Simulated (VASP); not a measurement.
# Ti3Al5 (P4/mmm) in VASP: notebook

Ti3Al5 is run at these levels: LDA; tasks: single point.

Everything below comes from runs of VASP 6.6.1. Logs are shortened: lines on timing, memory, paths and dates and some standing lists are left out, and cuts for length are marked.

### 1 The cell of the first run

It takes space group P4/mmm (No. 123, tetragonal). Conventional cell: a = 3.895 Å, b = 3.895 Å, c = 8.326 Å, α = 90.00°, β = 90.00°, γ = 90.00°. Within 3.6 Å of Ti (site symmetry 4/mmm) lie 4 Ti at 2.75 Å and 8 Al at 2.85 Å. Within 3.6 Å of Ti (site symmetry 4/mmm) lie 12 Al at 2.75 to 2.85 Å. Within 3.6 Å of Ti (site symmetry 4/mmm) lie 4 Ti at 2.75 Å and 8 Al at 2.85 Å. Al (site symmetry 2mm) has 6 Al at 2.75 to 2.85 Å and 6 Ti at 2.85 Å within 3.6 Å. Within 3.6 Å of Al (site symmetry 4/mmm) lie 4 Ti at 2.75 Å and 8 Al at 2.85 Å.

### 2 Single point, LDA

Contents of INCAR:

```
SYSTEM = Ti3Al5
ALGO = Normal
EDIFF = 1E-6
ENCUT = 500
GGA = CA
GGA_COMPAT = .FALSE.
ISIF = 2
ISMEAR = 0
LASPH = .TRUE.
LCHARG = .FALSE.
LREAL = .FALSE.
LWAVE = .FALSE.
NBANDS = 36
NELM = 120
PREC = Accurate
SIGMA = 0.1
```

Contents of KPOINTS:

```
k-points
0
G
  6 6 2
  0 0 0
```

Contents of POSCAR:

```
Ti3Al5
1.0
    3.8953831800      0.0000000000      0.0000000000
    0.0000000000      3.8953831800      0.0000000000
    0.0000000000      0.0000000000      8.3260242100
Ti Al
3 5
Direct
    0.0000000000      0.0000000000      0.5000000000
    0.5000000000      0.5000000000      0.0000000000
    0.5000000000      0.5000000000      0.5000000000
    0.0000000000      0.5000000000      0.2504879700
    0.0000000000      0.5000000000      0.7495120300
    0.5000000000      0.0000000000      0.2504879700
    0.5000000000      0.0000000000      0.7495120300
    0.0000000000      0.0000000000      0.0000000000
```

Potentials or basis: VASP PAW LDA potentials, release 64 (Ti_sv, Al).

Started as:

```sh
> cat potpaw_LDA.64/Ti_sv/POTCAR potpaw_LDA.64/Al/POTCAR > POTCAR
> mpirun -np 1 vasp_std > vasp.out
```

OUTCAR:

```text
SYSTEM = Ti3Al5
   EDIFF = 1E-6
   ENCUT = 500
   GGA = CA
   ISIF = 2
   ISMEAR = 0
   LASPH = .TRUE.
   LREAL = .FALSE.
   NELM = 120
   PREC = Accurate

 ion  position               nearest neighbor table
   1  0.000  0.000  0.500-   3 2.75   3 2.75   3 2.75   3 2.75   7 2.85   4 2.85   4 2.85   5 2.85
                             5 2.85   6 2.85   7 2.85   6 2.85
   2  0.500  0.500  0.000-   8 2.75   8 2.75   8 2.75   8 2.75   4 2.85   6 2.85   7 2.85   5 2.85
                             4 2.85   5 2.85   6 2.85   7 2.85
   3  0.500  0.500  0.500-   1 2.75   1 2.75   1 2.75   1 2.75   7 2.85   4 2.85   6 2.85   7 2.85
                             5 2.85   4 2.85   5 2.85   6 2.85
   4  0.000  0.500  0.250-   6 2.75   6 2.75   6 2.75   6 2.75   3 2.85   3 2.85   1 2.85   1 2.85
                             2 2.85   2 2.85   8 2.85   8 2.85
   5  0.000  0.500  0.750-   7 2.75   7 2.75   7 2.75   7 2.75   3 2.85   3 2.85   1 2.85   1 2.85
                             2 2.85   2 2.85   8 2.85   8 2.85
   6  0.500  0.000  0.250-   4 2.75   4 2.75   4 2.75   4 2.75   3 2.85   1 2.85   1 2.85   3 2.85
                             2 2.85   2 2.85   8 2.85   8 2.85
   7  0.500  0.000  0.750-   5 2.75   5 2.75   5 2.75   5 2.75   3 2.85   1 2.85   1 2.85   3 2.85
                             2 2.85   2 2.85   8 2.85   8 2.85
   8  0.000  0.000  0.000-   2 2.75   2 2.75   2 2.75   2 2.75   7 2.85   4 2.85   4 2.85   5 2.85
                             5 2.85   6 2.85   7 2.85   6 2.85

  LATTYP: Found a simple tetragonal cell.
 ALAT       =     3.8953831800
 C/A-ratio  =     2.1374082665

  Lattice vectors:

 A1 = (   3.8953831800,   0.0000000000,   0.0000000000)
 A2 = (   0.0000000000,   3.8953831800,   0.0000000000)
 A3 = (   0.0000000000,   0.0000000000,   8.3260242100)

Analysis of symmetry for initial positions (statically):
=====================================================================
 Subroutine PRICEL returns:
 Original cell was already a primitive cell.

 Routine SETGRP: Setting up the symmetry group for a
 simple tetragonal supercell.

 Subroutine GETGRP returns: Found 16 space group operations
 (whereof 16 operations were pure point group operations)
 out of a pool of 16 trial point group operations.

The static configuration has the point symmetry D_4h.

Analysis of symmetry for dynamics (positions and initial velocities):
=====================================================================
 Subroutine PRICEL returns:
 Original cell was already a primitive cell.

 Routine SETGRP: Setting up the symmetry group for a
 simple tetragonal supercell.

 Subroutine GETGRP returns: Found 16 space group operations
 (whereof 16 operations were pure point group operations)
 out of a pool of 16 trial point group operations.

The dynamic configuration has the point symmetry D_4h.

 Subroutine INISYM returns: Found 16 space group operations
 (whereof 16 operations are pure point group operations),
 and found     1 'primitive' translations

----------------------------------------------------------------------------------------

                                     Primitive cell

  volume of cell :     126.3392

  direct lattice vectors                    reciprocal lattice vectors
     3.895383180  0.000000000  0.000000000     0.256714155  0.000000000  0.000000000
     0.000000000  3.895383180  0.000000000     0.000000000  0.256714155  0.000000000
     0.000000000  0.000000000  8.326024210     0.000000000  0.000000000  0.120105344

  length of vectors
     3.895383180  3.895383180  8.326024210     0.256714155  0.256714155  0.120105344

  position of ions in fractional coordinates (direct lattice)
     0.000000000  0.000000000  0.500000000
     0.500000000  0.500000000  0.000000000
     0.500000000  0.500000000  0.500000000
     0.000000000  0.500000000  0.250487970
     0.000000000  0.500000000  0.749512030
     0.500000000  0.000000000  0.250487970
     0.500000000  0.000000000  0.749512030
     0.000000000  0.000000000  0.000000000

  ion indices of the primitive-cell ions
   primitive index   ion index
                 1           1
                 2           2
                 3           3
                 4           4
                 5           5
                 6           6
                 7           7
                 8           8

----------------------------------------------------------------------------------------

 KPOINTS: k-points

Automatic generation of k-mesh.
 Grid dimensions read from file:
 generate k-points for:    6    6    2

 Generating k-lattice:

  Cartesian coordinates                     Fractional coordinates (reciprocal lattice)
     0.042785692  0.000000000  0.000000000     0.166666667  0.000000000  0.000000000
     0.000000000  0.042785692  0.000000000     0.000000000  0.166666667  0.000000000
     0.000000000  0.000000000  0.060052672     0.000000000  0.000000000  0.500000000

  Length of vectors
     0.042785692  0.042785692  0.060052672

  Shift w.r.t. Gamma in fractional coordinates (k-lattice)
     0.000000000  0.000000000  0.000000000

 Subroutine IBZKPT returns following result:
 ===========================================

 Found     20 irreducible k-points:

 Following reciprocal coordinates:
            Coordinates               Weight
  0.000000  0.000000  0.000000      1.000000
  0.166667  0.000000  0.000000      4.000000
  0.333333  0.000000  0.000000      4.000000
  0.500000  0.000000  0.000000      2.000000
  0.166667  0.166667  0.000000      4.000000
  0.333333  0.166667  0.000000      8.000000
[... 12 lines left out ...]
  0.500000  0.333333  0.500000      4.000000
  0.500000  0.500000  0.500000      1.000000
   k-points           NKPTS =     20   k-points in BZ     NKDIM =     20   number of bands    NBANDS=     36
   number of dos      NEDOS =    301   number of ions     NIONS =      8
   total plane-waves  NPLWV =  50176
   dimension x,y,z NGX =    28 NGY =   28 NGZ =   64
   dimension x,y,z NGXF=    56 NGYF=   56 NGZF=  128
   ions per type =               3   5
   NGX,Y,Z   is equivalent  to a cutoff of  11.95, 11.95, 12.78 a.u.
   NGXF,Y,Z  is equivalent  to a cutoff of  23.90, 23.90, 25.56 a.u.
 SYSTEM =  Ti3Al5
   PREC   = accura    normal or accurate (medium, high low for compatibility)
   ISTART =      0    job   : 0-new  1-cont  2-samecut
   ICHARG =      2    charge: 1-file 2-atom 10-const
   ISPIN  =      1    spin polarized calculation?
   LNONCOLLINEAR =      F non collinear calculations
   LSORBIT =      F    spin-orbit coupling
   LASPH  =      T    aspherical Exc in radial PAW
   ENCUT  =  500.0 eV  36.75 Ry    6.06 a.u.   7.10  7.10 15.18*2*pi/ulx,y,z
   NELM   =    120;   NELMIN=  2; NELMDL= -5     # of ELM steps
   EDIFF  = 0.1E-05   stopping-criterion for ELM
   LREAL  =      F    real-space projection
   EDIFFG = 0.1E-04   stopping-criterion for IOM
   NSW    =      0    number of steps for IOM
   IBRION =     -1    ionic relax: 0-MD 1-quasi-New 2-CG
   NFREE  =      0    steps in history (QN), initial steepest desc. (CG)
   ISIF   =      2    stress and relaxation
   ISYM   =      2    0-nonsym 1-usesym 2-fastsym
   POTIM  = 0.5000    time-step for ionic-motion
   TEBEG  =    0.0;   TEEND  =   0.0 temperature during run
   PSTRESS=    0.0 pullay stress
   NELECT =      51.0000    total number of electrons
   NUPDOWN=      -1.0000    fix difference up-down
   EMIN   =  10.00;   EMAX   =-10.00  energy-range for DOS
   EFERMI =   0.00;   METHOD = LEGACY
   ISMEAR =     0;   SIGMA  =   0.10  broadening in eV -4-tet -1-fermi 0-gaus
   EFERMI_NEDOS =   21; number of points for ismear=-14 and -15
   IALGO  =     38    algorithm
   IMIX   =      4    mixing-type and parameters
     AMIX     =   0.40;   BMIX     =  1.00
     AMIX_MAG =   1.60;   BMIX_MAG =  1.00
  volume/ion in A,a.u.               =      15.79       106.57
  Fermi-wavevector in a.u.,A,eV,Ry     =   1.209908  2.286394 19.917248  1.463876
  Thomas-Fermi vector in A             =   2.345471
   LORBIT       =      0    0 simple, 1 ext, 2 COOP (PROOUT), +10 PAW based schemes
   GGA     = CA    functional components
   LHFCALC =     F    Hartree Fock is set to
   AEXX    =    0.0000 exact exchange contribution
   IVDW    =     0    specifies the selected vdW correction
   LEPSILON=     F    determine dielectric tensor
   LRPA    =     F    only Hartree local field effects (RPA)
 non-spin polarized calculation
 Gauss-broadening in eV      SIGMA  =   0.10
  energy-cutoff  :      500.00
  volume of cell :      126.34
 maximum number of plane-waves:      3230
   NGX = 15   NGY = 15   NGZ = 31

 number of electron      50.9999993 magnetization

 Free energy of the ion-electron system (eV)
  ---------------------------------------------------
  ext. energy  EPLUGINS =         0.00000000
  ---------------------------------------------------
  free energy    TOTEN  =       -49.86004999 eV

  energy without entropy =      -49.82510308  energy(sigma->0) =      -49.84257654

 E-fermi :   8.2726     XC(G=0): -11.1608

 val. band max:        8.2664802657   @ k =   0.5000   0.0000   0.5000
 cond. band min:       8.3036760824   @ k =   0.1667   0.0000   0.0000
 fundamental gap:      0.0371958167
 Fermi energy:         8.2725809508

 k-point     1 :       0.0000    0.0000    0.0000
  band No.  band energies     occupation
      1     -47.6926      2.00000
      2     -47.5844      2.00000
      3     -47.2511      2.00000
      4     -24.3842      2.00000
      5     -24.3727      2.00000
      6     -24.3727      2.00000
[... 28 lines left out ...]
     35      11.0445      0.00000
     36      11.8536      0.00000

 k-point     2 :       0.1667    0.0000    0.0000
  band No.  band energies     occupation
      1     -47.6923      2.00000
      2     -47.5794      2.00000
      3     -47.2559      2.00000
      4     -24.3806      2.00000
      5     -24.3786      2.00000
      6     -24.3723      2.00000
[... 28 lines left out ...]
     35      11.1595      0.00000
     36      11.5671      0.00000

 k-point     3 :       0.3333    0.0000    0.0000
  band No.  band energies     occupation
      1     -47.6918      2.00000
      2     -47.5691      2.00000
      3     -47.2658      2.00000
      4     -24.3903      2.00000
      5     -24.3744      2.00000
      6     -24.3715      2.00000
[... 28 lines left out ...]
     35      10.8927      0.00000
     36      11.8709      0.00000

 k-point     4 :       0.5000    0.0000    0.0000
  band No.  band energies     occupation
      1     -47.6916      2.00000
      2     -47.5637      2.00000
      3     -47.2710      2.00000
      4     -24.3962      2.00000
      5     -24.3721      2.00000
      6     -24.3711      2.00000
[... 28 lines left out ...]
     35      11.1989      0.00000
     36      11.3403      0.00000

 k-point     5 :       0.1667    0.1667    0.0000
  band No.  band energies     occupation
      1     -47.6921      2.00000
      2     -47.5756      2.00000
      3     -47.2594      2.00000
      4     -24.3784      2.00000
      5     -24.3779      2.00000
      6     -24.3778      2.00000
[... 499 lines left out ...]
 k-point    18 :       0.3333    0.3333    0.5000
  band No.  band energies     occupation
      1     -47.6911      2.00000
      2     -47.5644      2.00000
      3     -47.2690      2.00000
      4     -24.3919      2.00000
      5     -24.3885      2.00000
      6     -24.3880      2.00000
[... 28 lines left out ...]
     35      10.8438      0.00000
     36      11.2713      0.00000

 k-point    19 :       0.5000    0.3333    0.5000
  band No.  band energies     occupation
      1     -47.6908      2.00000
      2     -47.5628      2.00000
      3     -47.2701      2.00000
      4     -24.3938      2.00000
      5     -24.3876      2.00000
      6     -24.3716      2.00000
[... 28 lines left out ...]
     35      10.7233      0.00000
     36      11.2849      0.00000

 k-point    20 :       0.5000    0.5000    0.5000
  band No.  band energies     occupation
      1     -47.6906      2.00000
      2     -47.5625      2.00000
      3     -47.2698      2.00000
      4     -24.4128      2.00000
      5     -24.4128      2.00000
      6     -24.3931      2.00000
[... 28 lines left out ...]
     35      10.9569      0.00000
     36      10.9569      0.00000

------------------------ aborting loop because EDIFF is reached ----------------------------------------

  FORCE on cell =-STRESS in cart. coord.  units (eV):
  Direction    XX          YY          ZZ          XY          YZ          ZX
  --------------------------------------------------------------------------------------
  -------------------------------------------------------------------------------------
  Total       -3.5064698     -3.5064698     -3.2725735      0.0000000      0.0000000     -0.0000000
  in kB      -44.4674937    -44.4674937    -41.5013242      0.0000000      0.0000000     -0.0000000
  external PRESSURE =     -43.4787705 kB  Pullay stress =       0.0000000 kB

 VOLUME and BASIS-vectors are now :
 -----------------------------------------------------------------------------
  energy-cutoff  :      500.00
  volume of cell :      126.34
      direct lattice vectors                 reciprocal lattice vectors
     3.895383180  0.000000000  0.000000000     0.256714155  0.000000000  0.000000000
     0.000000000  3.895383180  0.000000000     0.000000000  0.256714155  0.000000000
     0.000000000  0.000000000  8.326024210     0.000000000  0.000000000  0.120105344

 POSITION                                       TOTAL-FORCE (eV/Angst)
 -----------------------------------------------------------------------------------
      0.00000      0.00000      4.16301         0.000000      0.000000      0.000000
      1.94769      1.94769      0.00000         0.000000      0.000000      0.000000
      1.94769      1.94769      4.16301         0.000000      0.000000      0.000000
      0.00000      1.94769      2.08557        -0.000000     -0.000000      0.142243
      0.00000      1.94769      6.24046        -0.000000      0.000000     -0.142243
      1.94769      0.00000      2.08557        -0.000000      0.000000      0.142243
      1.94769      0.00000      6.24046         0.000000      0.000000     -0.142243
      0.00000      0.00000      0.00000         0.000000      0.000000      0.000000
 -----------------------------------------------------------------------------------
    total drift:                                0.000000      0.000000      0.000000

  FREE ENERGIE OF THE ION-ELECTRON SYSTEM (eV)
  ---------------------------------------------------
  free  energy   TOTEN  =       -49.8600499941 eV

  energy  without entropy=      -49.8251030777  energy(sigma->0) =      -49.84257654
```

It took 2.4 min on 1 thread of Intel Xeon Platinum 8375C at 2.90GHz (Ice Lake), shared host; peak memory 0.21 GiB.

Results:

```
Free energy   : -49.8600 eV
Pressure      : -4.3 GPa
Largest force : 0.142 eV/Å
```

Forces on the atoms (eV/Å):
```
Ti   0.000  0.000  0.000
Ti   0.000  0.000  0.000
Ti   0.000  0.000  0.000
Al   0.000  0.000  0.142
Al   0.000  0.000 -0.142
Al   0.000  0.000  0.142
Al   0.000  0.000 -0.142
Al   0.000  0.000  0.000
```

Stress tensor (GPa, compression positive):
```
-4.45  0.00  0.00
 0.00 -4.45  0.00
 0.00  0.00 -4.15
```

Levels at points of the mesh, in eV from the Fermi level:
| k point | band 23 | band 24 | band 25 | band 26 | band 27 | band 28 |
| --- | --- | --- | --- | --- | --- | --- |
| (0.00, 0.00, 0.00) | -0.90 | -0.77 | -0.13 | 0.20 | 0.20 | 0.69 |
| (0.50, 0.00, 0.00) | -0.41 | -0.38 | 0.10 | 0.35 | 0.48 | 0.82 |
| (0.50, 0.50, 0.00) | -1.85 | -1.45 | -1.45 | -0.76 | -0.11 | 0.91 |
| (0.00, 0.00, 0.50) | -0.76 | -0.42 | -0.06 | 0.46 | 0.66 | 0.66 |
| (0.50, 0.00, 0.50) | -0.20 | -0.07 | -0.01 | 0.28 | 0.45 | 0.58 |
| (0.50, 0.50, 0.50) | -1.00 | -0.98 | -0.98 | -0.73 | -0.43 | 1.32 |

Caveat: the k points lie up to 0.38 Å⁻¹ apart.

[end of part 1 of 2]
